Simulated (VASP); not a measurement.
Wanted: the native input for a VASP 6.6.1 run.

```yaml
Task: single point
Functional: LDA
Potentials_or_basis: VASP PAW LDA potentials, release 64 (Zr_sv, Ag)
Cutoff: 500 eV
k_mesh: 8 × 8 × 8
Occupations: gaussian, width 0.05 eV
Spin: no spin polarisation
Dipole_correction: no
Further_INCAR_settings: ALGO = Normal; EDIFF = 1e-06; NBANDS = 32
```

The structure of Zr3Ag lies in POSCAR:

```
Zr3Ag
1.0
    4.4164950000      0.0000000000      0.0000000000
    0.0000000000      4.4164950000      0.0000000000
    0.0000000000      0.0000000000      4.4164950000
Zr Ag
3 1
Direct
    0.5000000000      0.5000000000      0.0000000000
    0.0000000000      0.5000000000      0.5000000000
    0.5000000000      0.0000000000      0.5000000000
    0.0000000000      0.0000000000      0.0000000000
```

These files were run (other wordings do the same):

INCAR

```
SYSTEM = Zr3Ag
  PREC = Accurate
  ENCUT = 500
  EDIFF = 1E-6
  ISMEAR = 0
  SIGMA = 0.05
  LREAL = .False.
  LASPH = .True.
  NELM = 120
  ALGO = Normal
  ISIF = 2
  LWAVE = .False.
  LCHARG = .False.
  GGA = CA
  NBANDS = 32
  GGA_COMPAT = .False.
```

KPOINTS

```
Automatic mesh
0
Gamma
  8 8 8
  0 0 0
```

Potentials or basis: VASP PAW LDA potentials, release 64 (Zr_sv, Ag).

Command:

```sh
$ cat potpaw_LDA.64/Zr_sv/POTCAR potpaw_LDA.64/Ag/POTCAR > POTCAR
$ mpirun -np 1 vasp_std > vasp.out
```

Results of the run:

```
Pressure : -7.8 GPa
```

Wall time 97 s on 1 thread of Intel Xeon 8259CL (shared host), peak memory 0.21 GiB.
